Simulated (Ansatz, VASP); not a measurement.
**CaO: VASP beside Ansatz**

Contents of INCAR:

```
  ALGO = Normal
  EDIFF = 1E-6
  ENCUT = 520
  GGA = PE
  ISIF = 2
  ISMEAR = 0
  LASPH = T
  LCHARG = F
  LREAL = F
  LWAVE = F
  NBANDS = 15
  NELM = 80
  PREC = Accurate
  SIGMA = 0.05
```

File KPOINTS:

```
k-points
0
Gamma
  8 8 8
```

The input POSCAR:

```
CaO
1.0
    0.0000000000      2.4490000000      2.4490000000
    2.4490000000      0.0000000000      2.4490000000
    2.4490000000      2.4490000000      0.0000000000
Ca O
1 1
Direct
   -0.0638015517      0.0638015517      0.0638015517
    0.5000000000      0.5000000000      0.5000000000
```

Input for Ansatz:

```yaml
crystal:
  lattice:
    - [0.0, 2.449, 2.449]
    - [2.449, 0.0, 2.449]
    - [2.449, 2.449, 0.0]
  atoms:
    - { symbol: Ca, position: [-0.0638015517, 0.0638015517, 0.0638015517] }
    - { symbol: O, position: [0.5, 0.5, 0.5] }
basis:
  ecutwfc: 420
kpoints:
  mp_grid: { grid: [8, 8, 8] }
hamiltonian:
  xc: pbe
scf:
  occupations: { method: gaussian, width: 0.05 }
output:
  forces: true
  stress: true
  eigenvalues: true
```

Change from the starting cell: all Ca atoms moved +0.312 Å, as atom 1 along Cartesian [1 0 0].

Alike in both runs: task single point; functional PBE; k mesh 8 × 8 × 8; occupations gaussian, width 0.05 eV; no spin polarisation.

```csv
,VASP,Ansatz
version,VASP 6.6.1,Ansatz 0.2.0
potentials or method,"VASP PAW PBE potentials, release 64 (Ca_sv, O), cutoff 520 eV","scalar-relativistic, plane waves, PAW"
valence electrons in the cell,16,16
```

Ansatz gave:

| Property | Result |
| --- | --- |
| gap on the k mesh at the Fermi level (eV) | 3.93 |
| least direct gap on the mesh (eV) | 4.13 |
| pressure (GPa) | -0.2 |
| traceless stress, the component that is largest in VASP (GPa) | 7.99 |
| rms of the force components (eV/Å) | 0.690 |

Problem. Estimate VASP's values.

Solution. gap on the k mesh at the Fermi level (eV): 3.91; least direct gap on the mesh (eV): 4.12; pressure (GPa): 0.4; traceless stress, the component that is largest in VASP (GPa): 8.32; rms of the force components (eV/Å): 0.721.

Atom by atom the forces differ by 0.032 eV/Å (rms over components).
